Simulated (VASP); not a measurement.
# MoS2 (P-3m1) in VASP: settings compared

MoS2 is run at these levels: revPBE, BLYP, PBE+D3(BJ); tasks: relaxation of cell and atoms, single point.

Program: VASP 6.6.1. These are calculated values, not measurements. Logs are shortened: lines on timing, memory, paths and dates and some standing lists are left out, and cuts for length are marked.

### Step 1. The cell of the first run

Symmetry: P-3m1, No. 164, trigonal system. The conventional cell has a = 3.227 Å, b = 3.227 Å, c = 6.312 Å, α = 90.00°, β = 90.00°, γ = 120.00°. Mo (site symmetry -3m) has 6 S at 2.42 Å within 3.2 Å. S (site symmetry 3m) has 3 Mo at 2.42 Å within 3.2 Å.

### Step 2. Relaxation of cell and atoms, revPBE

File INCAR:

```
ALGO = Normal
EDIFF = 1E-6
EDIFFG = -0.01
ENCUT = 600
GGA = RE
IBRION = 2
ISIF = 3
ISMEAR = -1
LASPH = True
LCHARG = False
LREAL = False
LWAVE = False
NELM = 80
NSW = 60
PREC = Accurate
SIGMA = 0.05
```

File KPOINTS:

```
k-points
0
Gamma
  9 9 4
```

File POSCAR:

```
MoS2
1.0
    3.2274645616      0.0000000000      0.0000000000
   -1.6137322808      2.7950663001      0.0000000000
    0.0000000000      0.0000000000      6.3124734200
Mo S
1 2
Direct
    0.0000000000      0.0000000000      0.5000000000
    0.6666666667      0.3333333333      0.7446806800
    0.3333333333      0.6666666667      0.2553193200
```

Potentials or basis: VASP PAW PBE potentials, release 64 (Mo_sv, S).

The run is started by

```
$ cat potpaw_PBE.64/Mo_sv/POTCAR potpaw_PBE.64/S/POTCAR > POTCAR
$ mpirun -np 1 vasp_std > vasp.out
```

OUTCAR:

```text
EDIFF = 1E-6
   EDIFFG = -0.01
   ENCUT = 600
   GGA = RE
   IBRION = 2
   ISIF = 3
   ISMEAR = -1
   LASPH = True
   LREAL = False
   NELM = 80
   NSW = 60
   PREC = Accurate

 ion  position               nearest neighbor table
   1  0.000  0.000  0.500-   2 2.42   3 2.42   3 2.42   2 2.42   2 2.42   3 2.42
   2  0.667  0.333  0.745-   1 2.42   1 2.42   1 2.42
   3  0.333  0.667  0.255-   1 2.42   1 2.42   1 2.42

  LATTYP: Found a hexagonal cell.
 ALAT       =     3.2274645616
 C/A-ratio  =     1.9558614199

  Lattice vectors:

 A1 = (   3.2274645616,   0.0000000000,   0.0000000000)
 A2 = (  -1.6137322808,   2.7950663001,   0.0000000000)
 A3 = (   0.0000000000,   0.0000000000,   6.3124734200)

Analysis of symmetry for initial positions (statically):
=====================================================================
 Subroutine PRICEL returns:
 Original cell was already a primitive cell.

 Routine SETGRP: Setting up the symmetry group for a
 hexagonal supercell.

 Subroutine GETGRP returns: Found 12 space group operations
 (whereof 12 operations were pure point group operations)
 out of a pool of 24 trial point group operations.

The static configuration has the point symmetry D_3d.

Analysis of symmetry for dynamics (positions and initial velocities):
=====================================================================
 Subroutine PRICEL returns:
 Original cell was already a primitive cell.

 Routine SETGRP: Setting up the symmetry group for a
 hexagonal supercell.

 Subroutine GETGRP returns: Found 12 space group operations
 (whereof 12 operations were pure point group operations)
 out of a pool of 24 trial point group operations.

The dynamic configuration has the point symmetry D_3d.

 Subroutine INISYM returns: Found 12 space group operations
 (whereof 12 operations are pure point group operations),
 and found     1 'primitive' translations

----------------------------------------------------------------------------------------

                                     Primitive cell

  volume of cell :      56.9447

  direct lattice vectors                    reciprocal lattice vectors
     3.227464562  0.000000000  0.000000000     0.309840737  0.178886633  0.000000000
    -1.613732281  2.795066300  0.000000000     0.000000000  0.357773266  0.000000000
     0.000000000  0.000000000  6.312473420     0.000000000  0.000000000  0.158416509

  length of vectors
     3.227464562  3.227464562  6.312473420     0.357773266  0.357773266  0.158416509

  position of ions in fractional coordinates (direct lattice)
     0.000000000  0.000000000  0.500000000
     0.666666667  0.333333333  0.744680680
     0.333333333  0.666666667  0.255319320

  ion indices of the primitive-cell ions
   primitive index   ion index
                 1           1
                 2           2
                 3           3

----------------------------------------------------------------------------------------

 KPOINTS: k-points

Automatic generation of k-mesh.
 Grid dimensions read from file:
 generate k-points for:    9    9    4

 Generating k-lattice:

  Cartesian coordinates                     Fractional coordinates (reciprocal lattice)
     0.034426749  0.019876293  0.000000000     0.111111111  0.000000000  0.000000000
     0.000000000  0.039752585  0.000000000     0.000000000  0.111111111  0.000000000
     0.000000000  0.000000000  0.039604127     0.000000000  0.000000000  0.250000000

  Length of vectors
     0.039752585  0.039752585  0.039604127

  Shift w.r.t. Gamma in fractional coordinates (k-lattice)
     0.000000000  0.000000000  0.000000000

 Subroutine IBZKPT returns following result:
 ===========================================

 Found     43 irreducible k-points:

 Following reciprocal coordinates:
            Coordinates               Weight
  0.000000  0.000000  0.000000      1.000000
  0.111111  0.000000  0.000000      6.000000
  0.222222  0.000000  0.000000      6.000000
  0.333333  0.000000  0.000000      6.000000
  0.444444  0.000000  0.000000      6.000000
  0.111111  0.111111  0.000000      6.000000
[... 16 lines left out ...]
  0.222222  0.111111  0.250000     12.000000
 -0.111111  0.333333  0.250000     12.000000
 [... further k-points ...]
   k-points           NKPTS =     43   k-points in BZ     NKDIM =     43   number of bands    NBANDS=     17
   number of dos      NEDOS =    301   number of ions     NIONS =      3
   total plane-waves  NPLWV =  39200
   dimension x,y,z NGX =    28 NGY =   28 NGZ =   50
   dimension x,y,z NGXF=    56 NGYF=   56 NGZF=  100
   ions per type =               1   2
   NGX,Y,Z   is equivalent  to a cutoff of  14.42, 14.42, 13.17 a.u.
   NGXF,Y,Z  is equivalent  to a cutoff of  28.85, 28.85, 26.34 a.u.
 SYSTEM =  unknown system
   PREC   = accura    normal or accurate (medium, high low for compatibility)
   ISTART =      0    job   : 0-new  1-cont  2-samecut
   ICHARG =      2    charge: 1-file 2-atom 10-const
   ISPIN  =      1    spin polarized calculation?
   LNONCOLLINEAR =      F non collinear calculations
   LSORBIT =      F    spin-orbit coupling
   LASPH  =      T    aspherical Exc in radial PAW
   ENCUT  =  600.0 eV  44.10 Ry    6.64 a.u.   6.45  6.45 12.61*2*pi/ulx,y,z
   NELM   =     80;   NELMIN=  2; NELMDL= -5     # of ELM steps
   EDIFF  = 0.1E-05   stopping-criterion for ELM
   LREAL  =      F    real-space projection
   EDIFFG = -.1E-01   stopping-criterion for IOM
   NSW    =     60    number of steps for IOM
   IBRION =      2    ionic relax: 0-MD 1-quasi-New 2-CG
   NFREE  =      1    steps in history (QN), initial steepest desc. (CG)
   ISIF   =      3    stress and relaxation
   ISYM   =      2    0-nonsym 1-usesym 2-fastsym
   POTIM  = 0.5000    time-step for ionic-motion
   TEBEG  =    0.0;   TEEND  =   0.0 temperature during run
   PSTRESS=    0.0 pullay stress
   NELECT =      26.0000    total number of electrons
   NUPDOWN=      -1.0000    fix difference up-down
   EMIN   =  10.00;   EMAX   =-10.00  energy-range for DOS
   EFERMI =   0.00;   METHOD = LEGACY
   ISMEAR =    -1;   SIGMA  =   0.05  broadening in eV -4-tet -1-fermi 0-gaus
   EFERMI_NEDOS =   21; number of points for ismear=-14 and -15
   IALGO  =     38    algorithm
   IMIX   =      4    mixing-type and parameters
     AMIX     =   0.40;   BMIX     =  1.00
     AMIX_MAG =   1.60;   BMIX_MAG =  1.00
  volume/ion in A,a.u.               =      18.98       128.09
  Fermi-wavevector in a.u.,A,eV,Ry     =   1.260612  2.382212 21.621610  1.589144
  Thomas-Fermi vector in A             =   2.394113
   LORBIT       =      0    0 simple, 1 ext, 2 COOP (PROOUT), +10 PAW based schemes
   GGA     = RE    functional components
   LHFCALC =     F    Hartree Fock is set to
   AEXX    =    0.0000 exact exchange contribution
   IVDW    =     0    specifies the selected vdW correction
   LEPSILON=     F    determine dielectric tensor
   LRPA    =     F    only Hartree local field effects (RPA)
 conjugate gradient relaxation of ions
 non-spin polarized calculation
  energy-cutoff  :      600.00
  volume of cell :       56.94
 maximum number of plane-waves:      1934
 NGX is ok and might be reduce to    28
   NGX = 13   NGY = 13   NGZ = 25

--------------------------------------- Ionic step        1  -------------------------------------------

 number of electron      26.0000002 magnetization

 Free energy of the ion-electron system (eV)
  ---------------------------------------------------
  ext. energy  EPLUGINS =         0.00000000
  ---------------------------------------------------
  free energy    TOTEN  =       -19.93656160 eV

  energy without entropy =      -19.92773846  energy(sigma->0) =      -19.93215003

------------------------ aborting loop because EDIFF is reached ----------------------------------------

  FORCE on cell =-STRESS in cart. coord.  units (eV):
  Direction    XX          YY          ZZ          XY          YZ          ZX
  --------------------------------------------------------------------------------------
  -------------------------------------------------------------------------------------
  Total        0.6337643      0.6337643      1.6688008     -0.0000000      0.0000000      0.0000000
  in kB       17.8313904     17.8313904     46.9528449     -0.0000000      0.0000000      0.0000000
  external PRESSURE =      27.5385419 kB  Pullay stress =       0.0000000 kB
[... 92 lines left out ...]
  FREE ENERGIE OF THE ION-ELECTRON SYSTEM (eV)
  ---------------------------------------------------
  free  energy   TOTEN  =       -19.9495798098 eV

  energy  without entropy=      -19.9406944421  energy(sigma->0) =      -19.94513713

 E-fermi :   6.4787     XC(G=0): -10.0272

 val. band max:        6.4580177886   @ k =   0.2222   0.2222   0.5000
 cond. band min:       6.5604059744   @ k =   0.1111   0.0000   0.0000
 fundamental gap:      0.1023881858
 Fermi energy:         6.4786772219

 k-point     1 :       0.0000    0.0000    0.0000
  band No.  band energies     occupation
      1     -55.2768      2.00000
      2     -29.3061      2.00000
      3     -29.2579      2.00000
      4     -29.2579      2.00000
      5      -8.2504      2.00000
      6      -7.0087      2.00000
[... 9 lines left out ...]
     16       9.6424      0.00000
     17       9.6424      0.00000
[... 443 lines left out ...]
      1     -55.2548      2.00000
      2     -29.4670      2.00000
      3     -29.3217      2.00000
      4     -29.2621      2.00000
      5      -7.0739      2.00000
      6      -6.7289      2.00000
[... 9 lines left out ...]
     16       9.0731      0.00000
     17       9.9913      0.00000

 [... further k-points ...]

 E-fermi :   4.1046     XC(G=0):  -8.4427

 val. band max:        3.9639524205   @ k =   0.3333   0.2222   0.0000
 cond. band min:       4.2124192822   @ k =   0.1111   0.0000   0.0000
 fundamental gap:      0.2484668617
 Fermi energy:         4.1046449657

 k-point     1 :       0.0000    0.0000    0.0000
  band No.  band energies     occupation
      1     -57.7024      2.00000
      2     -31.7120      2.00000
      3     -31.7120      2.00000
      4     -31.6964      2.00000
      5     -10.4545      2.00000
      6      -9.3218      2.00000
[... 9 lines left out ...]
     16       7.2494      0.00000
     17       7.2494      0.00000
[... 443 lines left out ...]
      1     -57.6846      2.00000
      2     -31.8910      2.00000
      3     -31.7667      2.00000
      4     -31.6593      2.00000
      5      -9.4031      2.00000
      6      -9.0184      2.00000
[... 9 lines left out ...]
     16       6.5821      0.00000
     17       7.3899      0.00000

 [... further k-points ...]

[... ionic steps 4 to 20 ...]

--------------------------------------- Ionic step       21  -------------------------------------------

 number of electron      25.9999992 magnetization

------------------------ aborting loop because EDIFF is reached ----------------------------------------

  FORCE on cell =-STRESS in cart. coord.  units (eV):
  Direction    XX          YY          ZZ          XY          YZ          ZX
  --------------------------------------------------------------------------------------
  -------------------------------------------------------------------------------------
  Total       -0.1558819     -0.1558819     -0.1899226      0.0000000      0.0000000     -0.0000000
  in kB       -3.5450011     -3.5450011     -4.3191424      0.0000000      0.0000000     -0.0000000
  external PRESSURE =      -3.8030482 kB  Pullay stress =       0.0000000 kB
[... 59 lines left out ...]
  energy  without entropy=      -20.0001891086  energy(sigma->0) =      -20.00324639

--------------------------------------- Ionic step       23  -------------------------------------------

 number of electron      25.9999992 magnetization

 Free energy of the ion-electron system (eV)
  ---------------------------------------------------
  ext. energy  EPLUGINS =         0.00000000
  ---------------------------------------------------
  free energy    TOTEN  =       -20.00656553 eV

  energy without entropy =      -20.00052193  energy(sigma->0) =      -20.00354373

 E-fermi :   4.6798     XC(G=0):  -8.8071

 val. band max:        4.5398312295   @ k =   0.3333   0.2222   0.0000
 cond. band min:       4.7934717970   @ k =   0.2222   0.2222   0.5000
 fundamental gap:      0.2536405676
 Fermi energy:         4.6797746730

 k-point     1 :       0.0000    0.0000    0.0000
  band No.  band energies     occupation
      1     -57.0962      2.00000
      2     -31.1101      2.00000
      3     -31.0893      2.00000
      4     -31.0893      2.00000
      5      -9.9638      2.00000
      6      -8.8348      2.00000
[... 9 lines left out ...]
     16       7.8624      0.00000
     17       7.8624      0.00000
[... 443 lines left out ...]
      1     -57.0756      2.00000
      2     -31.2883      2.00000
      3     -31.1500      2.00000
      4     -31.0685      2.00000
      5      -8.8658      2.00000
      6      -8.4920      2.00000
[... 9 lines left out ...]
     16       7.1902      0.00000
     17       8.0415      0.00000

 [... further k-points ...]
[... 5 lines left out ...]
  --------------------------------------------------------------------------------------
  -------------------------------------------------------------------------------------
  Total       -0.0235767     -0.0235767     -0.0117626     -0.0000000      0.0000000      0.0000000
  in kB       -0.5375185     -0.5375185     -0.2681719     -0.0000000      0.0000000      0.0000000
  external PRESSURE =      -0.4477363 kB  Pullay stress =       0.0000000 kB
[... 18 lines left out ...]
  FREE ENERGIE OF THE ION-ELECTRON SYSTEM (eV)
  ---------------------------------------------------
  free  energy   TOTEN  =       -20.0065655274 eV

  energy  without entropy=      -20.0005219326  energy(sigma->0) =      -20.00354373

 reached required accuracy - stopping structural energy minimisation
```

Wall time 5 min (1 thread of Intel Xeon 6975P-C (Granite Rapids), shared host); peak memory 0.23 GiB.

What came out:

- Free energy: -20.0066 eV
- Relaxed volume: 23.42 Å³/atom
- Relaxed cell: a = 3.217 Å, b = 3.217 Å, c = 7.842 Å, α = 90.00°, β = 90.00°, γ = 120.00°
- Space group after relaxing (to 0.05 Å): P-3m1 (No. 164)
- Energy gained by relaxing: 23.3 meV/atom
- Ionic steps: 23
- Pressure after relaxing: 0.0 GPa
- Largest force after relaxing: 0.006 eV/Å
- Band gap on the k mesh: zero (band 13 reaches 5.27 eV, above the bottom of band 14 at 4.43 eV)

Forces in eV/Å, atoms in the order of the input:
```
Mo   0.000  0.000  0.000
S    0.000  0.000 -0.006
S    0.000  0.000  0.006
```

Step by step:
```tsv
step	energy change (eV)	largest force (eV/Å)	pressure (GPa)	volume (Å³)
1	0.0000	0.3186	2.75	56.94
2	0.0170	0.7081	-4.28	59.67
3	-0.0130	0.1087	-0.23	58.01
4	-0.0171	0.1323	-0.07	58.01
5	-0.0216	0.1945	0.40	58.01
6	-0.0253	0.1664	0.49	58.32
7	-0.0350	0.0771	0.82	59.27
8	-0.0470	0.1247	1.67	61.17
9	-0.0368	0.6417	3.98	64.97
10	-0.0461	0.4116	2.98	63.08
11	-0.0470	0.4032	2.92	63.20
12	-0.0495	0.3806	2.71	63.56
13	-0.0540	0.3364	2.32	64.29
14	-0.0609	0.2560	1.61	65.74
15	-0.0677	0.1256	0.45	68.69
16	-0.0620	0.0271	-1.03	74.70
17	-0.0674	0.1190	0.12	70.70
18	-0.0673	0.1034	0.00	71.11
19	-0.0678	0.0874	-0.04	71.04
20	-0.0690	0.0380	-0.15	70.85
21	-0.0697	0.0609	-0.38	70.45
22	-0.0697	0.0396	-0.33	70.53
23	-0.0700	0.0055	-0.04	70.27
```

Final structure:
```
Mo S
1.0
     3.21683    0.00000    0.00000
    -1.60842    2.78586    0.00000
     0.00000    0.00000    7.84172
Mo S
1 2
Direct
  0.00000 0.00000 0.50000
  0.66667 0.33333 0.70135
  0.33333 0.66667 0.29865
```

Caveat: the volume moved by over 15 % at a fixed basis, so the end points are rough; the PAW data sets were made with another functional, which shifts forces and pressure a little; this functional lacks dispersion, which binds the layers, so the pressure and a relaxed spacing across them are unreliable.

### Step 3. Relaxation of cell and atoms, BLYP

File INCAR:

```
PREC = Accurate ; ENCUT = 600
EDIFF = 1E-7 ; ISMEAR = -1
SIGMA = 0.05 ; LREAL = F
LASPH = T ; NELM = 80
ALGO = Normal ; ISIF = 3
LWAVE = F ; LCHARG = F
GGA = B5 ; ALDAX = 1.0
AGGAX = 1.0 ; AGGAC = 1.0
ALDAC = 0.0 ; IBRION = 2
NSW = 60 ; EDIFFG = -0.01
```

File KPOINTS:

```
Automatic mesh
0
Gamma
  9 9 4
```

POSCAR is that of step 2.

Potentials or basis: VASP PAW PBE potentials, release 64 (Mo_sv, S).

The run is started by

```
$ cat potpaw_PBE.64/Mo_sv/POTCAR potpaw_PBE.64/S/POTCAR > POTCAR
$ mpirun -np 1 vasp_std > vasp.out
```

It took 7.4 min on 1 thread of Intel Xeon 6975P-C (Granite Rapids), shared host; peak memory 0.23 GiB.

It converged, with:

| Quantity | Value |
| --- | --- |
| Free energy | -18.6277 eV |
| Relaxed volume | 23.53 Å³/atom |
| Relaxed cell | a = 3.310 Å, b = 3.310 Å, c = 7.440 Å, α = 90.00°, β = 90.00°, γ = 120.00° |
| Space group after relaxing (to 0.05 Å) | P-3m1 (No. 164) |
| Energy gained by relaxing | 38.4 meV/atom |
| Ionic steps | 22 |
| Pressure after relaxing | 0.0 GPa |
| Largest force after relaxing | 0.004 eV/Å |
| Band gap on the k mesh | zero (band 13 reaches 5.40 eV, above the bottom of band 14 at 4.43 eV) |

Forces in eV/Å, atoms in the order of the input:
```
Mo   0.000  0.000  0.000
S    0.000  0.000 -0.004
S    0.000  0.000  0.004
```

The path:
| step | energy change (eV) | largest force (eV/Å) | pressure (GPa) | volume (Å³) |
| --- | --- | --- | --- | --- |
| 1 | 0.0000 | 0.6713 | 7.86 | 56.94 |
| 2 | 0.1019 | 1.4586 | -8.54 | 64.97 |
| 3 | -0.0763 | 0.2829 | 0.17 | 59.93 |
| 4 | -0.0763 | 0.2639 | 0.32 | 59.86 |
| 5 | -0.0836 | 0.1824 | 0.21 | 60.36 |
| 6 | -0.0874 | 0.0750 | 0.07 | 61.06 |
| 7 | -0.0893 | 0.0610 | 0.14 | 61.24 |
| 8 | -0.0942 | 0.0170 | 0.36 | 61.80 |
| 9 | -0.1007 | 0.0773 | 0.88 | 62.91 |
| 10 | -0.1013 | 0.2989 | 2.22 | 65.09 |
| 11 | -0.1016 | 0.2943 | 2.19 | 65.14 |
| 12 | -0.1025 | 0.2814 | 2.10 | 65.31 |
| 13 | -0.1042 | 0.2558 | 1.94 | 65.65 |
| 14 | -0.1071 | 0.2070 | 1.61 | 66.34 |
| 15 | -0.1112 | 0.1149 | 1.04 | 67.70 |
| 16 | -0.1143 | 0.0433 | 0.10 | 70.43 |
| 17 | -0.1143 | 0.0370 | 0.14 | 70.33 |
| 18 | -0.1144 | 0.0359 | 0.12 | 70.35 |
| 19 | -0.1147 | 0.0326 | 0.07 | 70.42 |
| 20 | -0.1150 | 0.0266 | -0.03 | 70.56 |
| 21 | -0.1151 | 0.0236 | -0.08 | 70.62 |
| 22 | -0.1151 | 0.0037 | 0.02 | 70.58 |

Final structure:
```
Mo S
1.0
     3.30970    0.00000    0.00000
    -1.65485    2.86629    0.00000
     0.00000    0.00000    7.43957
Mo S
1 2
Direct
  0.00000 0.00000 0.50000
  0.66667 0.33333 0.70930
  0.33333 0.66667 0.29070
```

Levels at points of the mesh, in eV from the Fermi level:
```
           k point  band 10  band 11  band 12  band 13  band 14  band 15  band 16  band 17
(0.00, 0.00, 0.00)    -2.30    -0.87    -0.87    -0.63    -0.45    -0.45     3.04     3.04
(0.00, 0.00, 0.50)    -2.79    -0.87    -0.87    -0.46    -0.46    -0.30     3.06     3.06
```

Caveat: the volume moved by over 15 % at a fixed basis, so the end points are rough; the PAW data sets were made with another functional, which shifts forces and pressure a little; this functional lacks dispersion, which binds the layers, so the pressure and a relaxed spacing across them are unreliable.

[end of part 1 of 2]
